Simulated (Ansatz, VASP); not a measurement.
**One calculation of K, two programs**

POSCAR

```
K
1.0
   -2.6742096360      2.6742096360      2.6742096360
    2.6742096360     -2.6742096360      2.6742096360
    2.6742096360      2.6742096360     -2.6742096360
K
1
Direct
    0.0000000000      0.0000000000      0.0000000000
```

The input INCAR.step1:

```
PREC = Accurate ; ENCUT = 520
ISMEAR = 0 ; SIGMA = 0.05
LREAL = False ; LASPH = True
NELM = 80 ; NBANDS = 10
GGA = PE ; ALGO = Normal
EDIFF = 1E-4 ; LWAVE = True
LCHARG = False
```

Contents of INCAR.step2:

```
PREC = Accurate ; ENCUT = 520
EDIFF = 1E-7 ; ISMEAR = 0
SIGMA = 0.05 ; LREAL = False
LASPH = True ; NELM = 80
ALGO = Normal ; ISIF = 2
LWAVE = False ; LCHARG = False
METAGGA = R2SCAN ; LMIXTAU = True
NBANDS = 10 ; ISTART = 1
```

File KPOINTS:

```
regular mesh
0
Gamma
  12 12 12
```

Input for Ansatz:

```yaml
crystal:
  lattice:
    - [-2.674209636, 2.674209636, 2.674209636]
    - [2.674209636, -2.674209636, 2.674209636]
    - [2.674209636, 2.674209636, -2.674209636]
  atoms:
    - { symbol: K, position: [0.0, 0.0, 0.0] }
basis:
  ecutwfc: 600
  ecutrho_ratio: 5
kpoints:
  mp_grid: { grid: [12, 12, 12] }
hamiltonian:
  xc: r2scan
scf:
  occupations: { method: gaussian, width: 0.05 }
output:
  forces: true
  stress: true
  eigenvalues: true
```

Alike in both runs: task single point; functional r2SCAN; k mesh 12 × 12 × 12; occupations gaussian, width 0.05 eV; no spin polarisation.

|  | VASP | Ansatz |
| --- | --- | --- |
| version | VASP 6.6.1 | Ansatz 0.2.0 |
| potentials or method | VASP PAW PBE potentials, release 64 (K_sv), cutoff 520 eV | scalar-relativistic, plane waves, PAW |
| valence electrons in the cell | 9 | 9 |

|  | VASP | Ansatz | Ansatz less VASP |
| --- | --- | --- | --- |
| pressure (GPa) | 0.0 | 0.0 | +0.02 |

VASP's potentials were made for PBE, not for r2SCAN. With one functional, cell and mesh, what is left measures potentials, basis and numerics.
